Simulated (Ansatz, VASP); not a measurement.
## LiBr in VASP and in Ansatz

INCAR

```
PREC     = Accurate       # precision mode
ENCUT    = 750            # plane-wave cutoff, eV
EDIFF    = 1E-6           # SCF threshold, eV
ISMEAR   = -1             # smearing method
SIGMA    = 0.03           # smearing width, eV
LREAL    = F              # projectors in reciprocal space
LASPH    = T              # aspherical terms in the spheres
NELM     = 120            # most SCF steps
ALGO     = Normal         # electronic algorithm
ISIF     = 2              # what is computed and relaxed
LWAVE    = F              # write WAVECAR
LCHARG   = F              # write CHGCAR
GGA      = PS             # functional
NBANDS   = 12             # bands
GGA_COMPAT= F
```

File KPOINTS:

```
Automatic mesh
0
Gamma
  9 9 9
```

The input POSCAR:

```
LiBr
1.0
    0.0000000000      2.4174878613      2.4174878613
    2.4174878613      0.0000000000      2.4174878613
    2.4174878613      2.4174878613      0.0000000000
Li Br
1 1
Direct
    0.0000000000      0.0000000000      0.0000000000
    0.5000000000      0.5000000000      0.5000000000
```

Input for Ansatz:

```yaml
crystal:
  lattice:
    - [0.0, 2.4174878613, 2.4174878613]
    - [2.4174878613, 0.0, 2.4174878613]
    - [2.4174878613, 2.4174878613, 0.0]
  atoms:
    - { symbol: Li, position: [0.0, 0.0, 0.0] }
    - { symbol: Br, position: [0.5, 0.5, 0.5] }
kpoints:
  mp_grid: { grid: [9, 9, 9] }
  band_path:
    path:
      - [0.0, 0.0, 0.0]
      - [0.5, 0.0, 0.5]
      - [0.625, 0.25, 0.625]
      - [0.375, 0.375, 0.75]
      - [0.0, 0.0, 0.0]
      - [0.5, 0.5, 0.5]
      - [0.5, 0.25, 0.75]
      - [0.5, 0.0, 0.5]
    npoints: 6
scf:
  occupations: { method: fermi_dirac, width: 0.03 }
hamiltonian:
  xc: pbesol
  pseudopotentials: { kind: all_electron, lapw: { basis_error: 0.001 } }
output:
  forces: true
  stress: true
  eigenvalues: true
  populations: true
```

Change from the starting cell: volume scaled by 0.7, LAPW.

Alike in both runs: task single point; functional PBEsol; k mesh 9 × 9 × 9; occupations fermi-dirac, width 0.03 eV; no spin polarisation.

|  | VASP | Ansatz |
| --- | --- | --- |
| version | VASP 6.6.1 | Ansatz 0.2.0 |
| potentials or method | VASP PAW PBE potentials, release 64 (Li_sv, Br), cutoff 750 eV | all-electron LAPW, scalar-relativistic |

|  | VASP | Ansatz | Ansatz less VASP |
| --- | --- | --- | --- |
| gap on the k mesh at the Fermi level (eV) | 5.61 | 5.62 | +0.010 |
| pressure (GPa) | 20.5 | 20.3 | -0.17 |

VASP's potentials were made for PBE, not for PBEsol. Ansatz ran all-electron here, and VASP with PAW potentials.
